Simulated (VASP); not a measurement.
# Al (Im-3m) in VASP: settings compared

The runs below take Al through single point, with PBE, revPBE+D3(BJ).

All numbers are computed with VASP 6.6.1; they aren't measurements. Logs are shortened: lines on timing, memory, paths and dates and some standing lists are left out, and cuts for length are marked.

## (1) The cell of the first run

Symmetry: Im-3m, No. 229, cubic system. The conventional cell has a = 3.224 Å, b = 3.224 Å, c = 3.224 Å, α = 90.00°, β = 90.00°, γ = 90.00°. Al (site symmetry m-3m) has 14 Al at 2.79 to 3.22 Å within 3.7 Å.

## (2) Single point, PBE, collinear spin, ferromagnetic start (volume scaled by 1.04)

The input, INCAR:

```
ALGO = Normal
EDIFF = 1E-6
ENCUT = 520
GGA = PE
ISIF = 2
ISMEAR = -1
ISPIN = 2
LASPH = True
LCHARG = False
LORBIT = 11
LREAL = False
LWAVE = False
MAGMOM = 1
NBANDS = 12
NELM = 150
NUPDOWN = 1.0
PREC = Accurate
SIGMA = 0.1
```

The input, KPOINTS:

```
k-points
0
Gamma
  12 12 12
```

The input, POSCAR:

```
Al
1.0
   -1.6121581793      1.6121581793      1.6121581793
    1.6121581793     -1.6121581793      1.6121581793
    1.6121581793      1.6121581793     -1.6121581793
Al
1
Direct
    0.0000000000      0.0000000000      0.0000000000
```

Potentials or basis: VASP PAW PBE potentials, release 64 (Al).

Started as:

```sh
$ cat potpaw_PBE.64/Al/POTCAR > POTCAR
$ mpirun -np 1 vasp_std > vasp.out
```

OUTCAR:

```text
EDIFF = 1E-6
   ENCUT = 520
   GGA = PE
   ISIF = 2
   ISMEAR = -1
   ISPIN = 2
   LASPH = True
   LORBIT = 11
   LREAL = False
   NELM = 150
   NUPDOWN = 1.0
   PREC = Accurate

 ion  position               nearest neighbor table
   1  0.000  0.000  0.000-

  LATTYP: Found a body centered cubic cell.
 ALAT       =     3.2243163586

  Lattice vectors:

 A1 = (  -1.6121581793,   1.6121581793,   1.6121581793)
 A2 = (   1.6121581793,  -1.6121581793,   1.6121581793)
 A3 = (   1.6121581793,   1.6121581793,  -1.6121581793)

Analysis of symmetry for initial positions (statically):
=====================================================================
 Subroutine PRICEL returns:
 Original cell was already a primitive cell.

 Routine SETGRP: Setting up the symmetry group for a
 body centered cubic supercell.

 Subroutine GETGRP returns: Found 48 space group operations
[... 9 lines left out ...]

 Routine SETGRP: Setting up the symmetry group for a
 body centered cubic supercell.

 Subroutine GETGRP returns: Found 48 space group operations
 (whereof 48 operations were pure point group operations)
 out of a pool of 48 trial point group operations.

The dynamic configuration has the point symmetry O_h .

Analysis of structural, dynamic, and magnetic symmetry:
=====================================================================
 Subroutine PRICEL returns:
 Original cell was already a primitive cell.

 Routine SETGRP: Setting up the symmetry group for a
 body centered cubic supercell.

 Subroutine GETGRP returns: Found 48 space group operations
 (whereof 48 operations were pure point group operations)
 out of a pool of 48 trial point group operations.

The overall configuration has the point symmetry O_h .

 Subroutine INISYM returns: Found 48 space group operations
[... 5 lines left out ...]
                                     Primitive cell

  volume of cell :      16.7603

  direct lattice vectors                    reciprocal lattice vectors
    -1.612158179  1.612158179  1.612158179     0.000000000  0.310143264  0.310143264
     1.612158179 -1.612158179  1.612158179     0.310143264  0.000000000  0.310143264
     1.612158179  1.612158179 -1.612158179     0.310143264  0.310143264  0.000000000

  length of vectors
     2.792339876  2.792339876  2.792339876     0.438608810  0.438608810  0.438608810

  position of ions in fractional coordinates (direct lattice)
     0.000000000  0.000000000  0.000000000

  ion indices of the primitive-cell ions
   primitive index   ion index
                 1           1

----------------------------------------------------------------------------------------

 KPOINTS: k-points

Automatic generation of k-mesh.
 Grid dimensions read from file:
 generate k-points for:   12   12   12

 Generating k-lattice:
[... 92 lines left out ...]
   LRPA    =     F    only Hartree local field effects (RPA)
 spin polarized calculation
  energy-cutoff  :      520.00
  volume of cell :       16.76
 maximum number of plane-waves:       468
 NGX is ok and might be reduce to    24
   NGX = 11   NGY = 11   NGZ = 11

 number of electron       3.0000000 magnetization       1.0000000

 Free energy of the ion-electron system (eV)
  ---------------------------------------------------
  ext. energy  EPLUGINS =         0.00000000
  ---------------------------------------------------
  free energy    TOTEN  =        -2.77020399 eV

  energy without entropy =       -2.75768313  energy(sigma->0) =       -2.76394356

 E-fermi :   5.9098     XC(G=0): -10.0891

 val. band max:        9.4559404699   @ k =  -0.4167   0.4167   0.4167
 cond. band min:       5.9100186956   @ k =   0.3333   0.2500   0.0833
 fundamental gap:     -3.5459217744
 Fermi energy:         9.4637131994

 spin component 1

 k-point     1 :       0.0000    0.0000    0.0000
  band No.  band energies     occupation
      1      -3.7374      1.00000
      2      20.4127      0.00000
      3      20.4127      0.00000
      4      20.4127      0.00000
      5      21.8341      0.00000
      6      21.8341      0.00000
      7      21.8341      0.00000
      8      23.5285      0.00000
      9      23.5285      0.00000
     10      25.6351      0.00000
     11      25.6351      0.00000
     12      25.6351      0.00000
[... 333 lines left out ...]
      1       3.3854      1.00000
      2       3.8392      1.00000
      3      12.1981      0.00000
      4      12.7870      0.00000
      5      21.1244      0.00000
      6      21.6566      0.00000
      7      28.0764      0.00000
      8      29.3195      0.00000
      9      30.9207      0.00000
     10      32.1091      0.00000
     11      34.7282      0.00000
     12      40.4056      0.00000

 [... further k-points ...]

 spin component 2

 k-point     1 :       0.0000    0.0000    0.0000
  band No.  band energies     occupation
      1      -2.5209      1.00000
      2      21.7449      0.00000
      3      21.7449      0.00000
      4      21.7449      0.00000
      5      22.8558      0.00000
      6      22.8558      0.00000
      7      22.8558      0.00000
      8      24.6302      0.00000
      9      24.6302      0.00000
     10      26.9094      0.00000
     11      26.9094      0.00000
     12      26.9094      0.00000
[... 333 lines left out ...]
      1       4.6236      1.00000
      2       5.0292      0.99985
      3      13.4401      0.00000
      4      13.9560      0.00000
      5      22.2974      0.00000
      6      22.7697      0.00000
      7      29.2156      0.00000
      8      30.3967      0.00000
      9      32.0048      0.00000
     10      33.3281      0.00000
     11      35.7473      0.00000
     12      41.6390      0.00000

 [... further k-points ...]
[... 5 lines left out ...]
  --------------------------------------------------------------------------------------
  -------------------------------------------------------------------------------------
  Total        0.7548847      0.7548847      0.7548847     -0.0000000      0.0000000     -0.0000000
  in kB       72.1619472     72.1619472     72.1619472     -0.0000000      0.0000000     -0.0000000
  external PRESSURE =      72.1619472 kB  Pullay stress =       0.0000000 kB

 VOLUME and BASIS-vectors are now :
 -----------------------------------------------------------------------------
  energy-cutoff  :      520.00
  volume of cell :       16.76
      direct lattice vectors                 reciprocal lattice vectors
    -1.612158179  1.612158179  1.612158179     0.000000000  0.310143264  0.310143264
     1.612158179 -1.612158179  1.612158179     0.310143264  0.000000000  0.310143264
     1.612158179  1.612158179 -1.612158179     0.310143264  0.310143264  0.000000000

 POSITION                                       TOTAL-FORCE (eV/Angst)
 -----------------------------------------------------------------------------------
      0.00000      0.00000      0.00000         0.000000     -0.000000      0.000000
 -----------------------------------------------------------------------------------
    total drift:                                0.000000      0.000000      0.000000

  FREE ENERGIE OF THE ION-ELECTRON SYSTEM (eV)
  ---------------------------------------------------
  free  energy   TOTEN  =        -2.7702039873 eV

  energy  without entropy=       -2.7576831282  energy(sigma->0) =       -2.76394356

 total charge

# of ion       s       p       d       tot
------------------------------------------
    1        0.438   0.334   0.000   0.771

 magnetization (x)

# of ion       s       p       d       tot
------------------------------------------
    1        0.101   0.150   0.000   0.250
```

OSZICAR:

```text
N       E                     dE             d eps       ncg     rms          rms(c)
DAV:   1     0.658405525512E+00    0.65841E+00   -0.10200E+03  3464   0.168E+02
DAV:   2    -0.274211255621E+01   -0.34005E+01   -0.33101E+01  4728   0.310E+01
DAV:   3    -0.278853692385E+01   -0.46424E-01   -0.46301E-01  4340   0.244E+00
DAV:   4    -0.278871219565E+01   -0.17527E-03   -0.17526E-03  4096   0.178E-01
DAV:   5    -0.278871360815E+01   -0.14125E-05   -0.14127E-05  4340   0.136E-02    0.126E+00
DAV:   6    -0.277544200275E+01    0.13272E-01   -0.12219E-02  4012   0.384E-01    0.729E-01
DAV:   7    -0.276840336554E+01    0.70386E-02   -0.17622E-02  3820   0.444E-01    0.413E-01
DAV:   8    -0.277018339372E+01   -0.17800E-02   -0.16390E-03  4012   0.152E-01    0.145E-01
DAV:   9    -0.277020426634E+01   -0.20873E-04   -0.44823E-05  4304   0.273E-02    0.783E-02
DAV:  10    -0.277019549280E+01    0.87735E-05   -0.18034E-05  4092   0.157E-02    0.132E-02
DAV:  11    -0.277020409640E+01   -0.86036E-05   -0.17006E-05  3844   0.151E-02    0.322E-03
DAV:  12    -0.277020398731E+01    0.10908E-06   -0.82471E-08  2480   0.115E-03
   1 F= -.27702040E+01 E0= -.27639436E+01  d E =-.125209E-01  mag=     1.0000
```

stdout:

```text
POSCAR found type information on POSCAR Al
 POSCAR found :  1 types and       1 ions
 scaLAPACK will be used
 LDA part: xc-table for (Slater+PW92), standard interpolation
 POSCAR, INCAR and KPOINTS ok, starting setup
 FFT: planning ... GRIDC
 FFT: planning ... GRID_SOFT
 FFT: planning ... GRID
 WAVECAR not read
 entering main loop
```

Wall time 11 s (1 thread of Intel Xeon 6975P-C (Granite Rapids), shared host); peak memory 0.15 GiB.

What came out:

```
Free energy                                           : -2.7702 eV
Pressure                                              : 7.2 GPa
Net moment                                            : 1.00 μB per cell
Site moments                                          : Al +0.25 μB
Valence electrons inside the program's atomic spheres : Al 0.77
```

Caveat: the cell differs from its parent crystal (volume scaled by 1.04); the total moment is fixed, so each spin has its own Fermi level.

## (3) Single point, PBE, collinear spin, ferromagnetic start (volume scaled by 1.06)

INCAR: that of step 2 with these lines changed.

```diff
@@ -1,2 +1,2 @@
-ALGO = Normal
+ALGO = Fast
 EDIFF = 1E-6
@@ -8,5 +8,7 @@
 LASPH = True
-LCHARG = False
+LCHARG = True
+LELF = True
 LORBIT = 11
 LREAL = False
+LVHAR = True
 LWAVE = False
```

KPOINTS is that of step 2.

The input, POSCAR:

```
Al
1.0
   -1.6224269796      1.6224269796      1.6224269796
    1.6224269796     -1.6224269796      1.6224269796
    1.6224269796      1.6224269796     -1.6224269796
Al
1
Direct
    0.0000000000      0.0000000000      0.0000000000
```

Potentials or basis: VASP PAW PBE potentials, release 64 (Al).

Started as:

```sh
$ cat potpaw_PBE.64/Al/POTCAR > POTCAR
$ mpirun -np 1 vasp_std > vasp.out
```

It took 12 s on 1 thread of Intel Xeon 6975P-C (Granite Rapids), shared host; peak memory 0.15 GiB.

The run converged. Its results:

- Free energy: -2.7831 eV
- Pressure: 5.6 GPa
- Net moment: 1.00 μB per cell
- Site moments: Al +0.25 μB
- Valence electrons inside the program's atomic spheres: Al 0.77

Caveat: the cell differs from its parent crystal (volume scaled by 1.06); the total moment is fixed, so each spin has its own Fermi level.

## (4) Single point, revPBE+D3(BJ), collinear spin, ferromagnetic start

This run uses another cell than the first one, of 20.14 Å³/atom, 1.202 times its volume.

The input, INCAR:

```
ALGO = Normal ; EDIFF = 1E-7
ENCUT = 520 ; GGA = RE
ISIF = 2 ; ISMEAR = 1
ISPIN = 2 ; IVDW = 12
LASPH = T ; LCHARG = T
LELF = T ; LORBIT = 11
LREAL = F ; LVHAR = T
LWAVE = F ; MAGMOM = -0.37
NBANDS = 12 ; NELM = 150
PREC = Accurate ; SIGMA = 0.025
```

KPOINTS is that of step 3.

The input, POSCAR:

```
Al
1.0
   -1.7140883726      1.7140883726      1.7140883726
    1.7140883726     -1.7140883726      1.7140883726
    1.7140883726      1.7140883726     -1.7140883726
Al
1
Direct
    0.0000000000      0.0000000000      0.0000000000
```

Started as:

```sh
$ cat potpaw_PBE.64/Al/POTCAR > POTCAR
$ mpirun -np 1 vasp_std > vasp.out
```

Wall time 13 s (1 thread of Intel Xeon 6975P-C (Granite Rapids), shared host); peak memory 0.16 GiB.

Results (log left out):

* Free energy: -3.8898 eV
* Pressure: -11.7 GPa
* Net moment: 0.00 μB per cell
* Valence electrons inside the program's atomic spheres: Al 0.73
* Dispersion energy per atom: -0.519 eV

Levels at points of the mesh, in eV from the Fermi level:
Spin up:
| k point | band 1 | band 2 | band 3 | band 4 | band 5 | band 6 |
| --- | --- | --- | --- | --- | --- | --- |
| (0.00, 0.00, 0.00) | -9.82 | 12.10 | 12.10 | 12.10 | 12.12 | 12.12 |
| (0.50, 0.00, 0.00) | -3.65 | -3.61 | 6.82 | 7.78 | 8.67 | 9.89 |
| (0.50, 0.50, 0.50) | 1.59 | 1.59 | 1.59 | 3.22 | 3.22 | 3.56 |
Spin down:
| k point | band 1 | band 2 | band 3 | band 4 | band 5 | band 6 |
| --- | --- | --- | --- | --- | --- | --- |
| (0.00, 0.00, 0.00) | -9.82 | 12.10 | 12.10 | 12.10 | 12.12 | 12.12 |
| (0.50, 0.00, 0.00) | -3.65 | -3.61 | 6.81 | 7.78 | 8.67 | 9.89 |
| (0.50, 0.50, 0.50) | 1.58 | 1.58 | 1.58 | 3.22 | 3.22 | 3.56 |

Caveat: three body term missing; the PAW data sets were made with another functional, which shifts forces and pressure a little; pairwise dispersion overbinds metals, which lowers pressure and volume.

## (5) Summary

```tsv
level	fixed moment (μB)	cell	smearing	pressure (GPa)	moment (μB)
PBE	1.0	a = 2.792 Å, angles 109.5°, 1 atom	fermi-dirac 0.1 eV	7.2	1.00
PBE	1.0	a = 2.810 Å, angles 109.5°, 1 atom	fermi-dirac 0.1 eV	5.6	1.00
revPBE+D3(BJ)	-	a = 2.969 Å, angles 109.5°, 1 atom	methfessel-paxton 0.025 eV	-11.7	0.00
```

Alike in all rows: task single point; potentials or basis VASP PAW PBE potentials, release 64 (Al); spin collinear, ferromagnetic start; k mesh 12 × 12 × 12; cutoff (eV) 520.

Caveats: the total moment is fixed, so each spin has its own Fermi level (some runs); three body term missing (some runs); the PAW data sets were made with another functional, which shifts forces and pressure a little (some runs); pairwise dispersion overbinds metals, which lowers pressure and volume (some runs).

Absolute energies hang on the potentials; compare differences alone.
